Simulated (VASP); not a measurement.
SiSb:

```xyz
4
Lattice="3.7293 0.0000 0.0000 -1.8646 3.2296 0.0000 0.0000 0.0000 6.2138" Properties=species:S:1:pos:R:3 pbc="T T T"
Si    0.0000    0.0000    4.9869
Si    0.0000    0.0000    1.2269
Sb    0.0000    2.1531    3.8190
Sb    1.8646    1.0765    2.3948
```

The cell was built from a structure type or drawn by symmetry, and may not be a known phase.

| Item | Value |
| --- | --- |
| Program | VASP 6.6.1 |
| Task | relaxation of cell and atoms |
| Functional | PBE |
| Potentials or basis | VASP PAW PBE potentials, release 64 (Si, Sb) |
| Cutoff | 600 eV |
| k mesh | 6 × 6 × 4 |
| Occupations | gaussian, width 0.1 eV |
| Spin | no spin polarisation |

At the start: pressure 51.2 GPa; volume 18.71 Å³/atom.

Q: How do energy, volume and symmetry change on relaxing?

A: Over 28 steps the energy falls by 1337.1 meV/atom and the volume is 29.20 Å³/atom (+56.0 %); space group P-3m1 (No. 164, to 0.1 Å) before and after.

Step by step:
```csv
step,energy change (eV),largest force (eV/Å),pressure (GPa),volume (Å³)
1,0.0000,5.6827,51.17,74.84
2,-2.6210,0.9838,-9.52,159.71
3,-4.7851,1.5366,-3.16,110.71
4,-4.7944,1.5705,-2.55,109.27
5,-4.7966,1.6145,-1.76,107.57
6,-5.0223,1.0806,-0.12,104.45
7,-5.1313,0.2931,3.06,100.35
8,-5.2288,0.1999,0.32,106.02
9,-5.2331,0.2092,-0.38,107.82
10,-5.2675,0.2652,-0.11,107.92
11,-5.2900,0.3749,0.27,107.93
12,-5.2925,0.4108,0.40,107.90
13,-5.2950,0.4185,-0.50,109.83
14,-5.3035,0.2095,-0.11,108.94
15,-5.3089,0.1504,0.16,108.96
16,-5.3111,0.2111,0.50,108.97
17,-5.3138,0.1661,0.47,109.27
18,-5.3199,0.0326,0.40,110.14
19,-5.3247,0.2302,0.32,111.90
20,-5.3299,0.1919,-0.05,113.16
21,-5.3342,0.1023,-0.74,115.76
22,-5.3389,0.0647,-0.64,116.06
23,-5.3450,0.1236,-0.38,116.65
24,-5.3378,0.3786,0.26,117.72
25,-5.3458,0.1531,-0.23,116.89
26,-5.3479,0.0639,0.12,116.55
27,-5.3479,0.0508,0.17,116.50
28,-5.3486,0.0340,0.11,116.78
```

Final structure:
```xyz
4
Lattice="4.0513 0.0000 0.0000 -2.0256 3.5085 0.0000 0.0000 0.0000 8.2161" Properties=species:S:1:pos:R:3 pbc="T T T"
Si    0.0000    0.0000    7.0477
Si    0.0000    0.0000    1.1685
Sb    0.0000    2.3390    5.8419
Sb    2.0256    1.1695    2.3742
```

Caveat: the volume moved by over 15 % at a fixed basis, so the end points are rough.
